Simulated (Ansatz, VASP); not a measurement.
# Ge in VASP and in Ansatz

```xyz
4
Lattice="3.9377 0.0000 0.0000 -1.9688 3.4101 0.0000 0.0000 0.0000 6.6192" Properties=species:S:1:pos:R:3 pbc="T T T"
Ge    0.0000    2.2734    0.0105
Ge    1.9688    1.1367    3.3200
Ge    0.0000    2.2734    2.4717
Ge    1.9688    1.1367    5.7813
```

Change from the starting cell: epitaxial_xy strain -1.5%.

Alike in both runs: task single point; functional r2SCAN; k mesh 12 × 12 × 4; occupations fermi-dirac, width 0.02 eV; no spin polarisation.

```csv
,VASP,Ansatz
version,VASP 6.6.1,Ansatz 0.2.0
potentials or method,"VASP PAW PBE potentials, release 64 (Ge_d)","plane waves, PAW"
plane-wave cutoff (eV),520,500
valence electrons in the cell,56,56
```

```csv
,VASP,Ansatz,Ansatz less VASP
pressure (GPa),2.0,2.0,-0.02
"traceless stress, the component that is largest in VASP (GPa)",-1.86,-1.86,+0.005
rms of the force components (eV/Å),0.004,0.002,-0.0017
```

VASP's potentials were made for PBE, not for r2SCAN. Atom by atom the forces differ by 0.002 eV/Å (rms over components). With one functional, cell and mesh, what is left measures potentials, basis and numerics.
